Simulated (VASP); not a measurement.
Input of a VASP 6.6.1 run:

File INCAR:

```
SYSTEM = TmHOs
ALGO = Normal
EDIFF = 1E-7
EDIFFG = -0.001
ENCUT = 600
GGA = PE
GGA_COMPAT = .FALSE.
IBRION = 2
ISIF = 3
ISMEAR = 0
LASPH = .TRUE.
LCHARG = .FALSE.
LMAXMIX = 6
LREAL = .FALSE.
LWAVE = .FALSE.
NELM = 200
NELMIN = 4
NSW = 80
PREC = Accurate
SIGMA = 0.1
```

File KPOINTS:

```
k-points
0
G
  10 10 10
  0 0 0
```

Contents of POSCAR:

```
TmHOs
1.0
    3.4087936717      0.0000000000      0.0000000000
    0.0000000000      3.4087936717      0.0000000000
    0.0000000000      0.0000000000      3.5511610444
Tm H Os
1 1 1
Direct
    0.5000000000      0.5000000000      0.5000000000
    0.0000000000      0.0000000000      0.5000000000
    0.0000000000      0.0000000000      0.0000000000
```

Potentials or basis: VASP PAW PBE potentials, release 64 (Tm_3, H, Os), 4f in core.

Run with:

```sh
$ cat potpaw_PBE.64/Tm_3/POTCAR potpaw_PBE.64/H/POTCAR potpaw_PBE.64/Os/POTCAR > POTCAR
$ mpirun -np 1 vasp_std > vasp.out
```

(1) What does it give for the band gap on the k mesh?

(2) What does it give for the space group after relaxing (to 0.1 Å)?

(3) Predict the relaxed volume.

Results:

(1) zero (bands 9 and 10 overlap by 1.81 eV).

(2) P4/mmm (No. 123).

(3) 13.83 Å³/atom.

Caveat: spin-orbit coupling is left out, which moves the levels of the heavy elements; the 4f electrons are frozen in the core, so they carry no moment and show no levels.
